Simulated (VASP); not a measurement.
Set up this calculation in VASP 6.6.1, as the native input.

| Property | Result |
| --- | --- |
| Task | single point |
| Functional | LDA |
| Potentials or basis | VASP PAW LDA potentials, release 64 (Sc_sv) |
| Cutoff | 520 eV |
| k mesh | 18 × 18 × 18 |
| Occupations | fermi-dirac, width 0.08 eV |
| Spin | no spin polarisation |
| Dipole correction | no |
| Further INCAR settings | ALGO = Normal; EDIFF = 1e-06; NBANDS = 12 |

The structure of Sc lies in POSCAR:

```
Sc
1.0
   -1.5049889549      1.5049889549      1.5049889549
    1.5049889549     -1.5049889549      1.5049889549
    1.5049889549      1.5049889549     -1.5049889549
Sc
1
Direct
    0.0000000000      0.0000000000      0.0000000000
```

This isn't the form of Sc at room conditions, which is hcp.

One way to write it, as run:

INCAR

```
  ALGO = Normal
  EDIFF = 1E-6
  ENCUT = 520
  GGA = CA
  ISIF = 2
  ISMEAR = -1
  LASPH = T
  LCHARG = F
  LREAL = F
  LWAVE = F
  NBANDS = 12
  NELM = 100
  PREC = Accurate
  SIGMA = 0.08
```

KPOINTS

```
k-points
0
Gamma
  18 18 18
```

Potentials or basis: VASP PAW LDA potentials, release 64 (Sc_sv).

The run is started by

```bash
$ cat potpaw_LDA.64/Sc_sv/POTCAR > POTCAR
$ mpirun -np 1 vasp_std > vasp.out
```

It gave:

```json
{
  "Pressure": "61.9 GPa",
  "Band gap on the k mesh": "zero (an odd number of electrons rules out a gap without spin polarisation)"
}
```

Caveat: the cell stands under pressure.

Run time: 25 s on 1 thread of AMD EPYC 7R43 64-Core Processor (Zen 3) (shared host), peak memory 0.11 GiB.
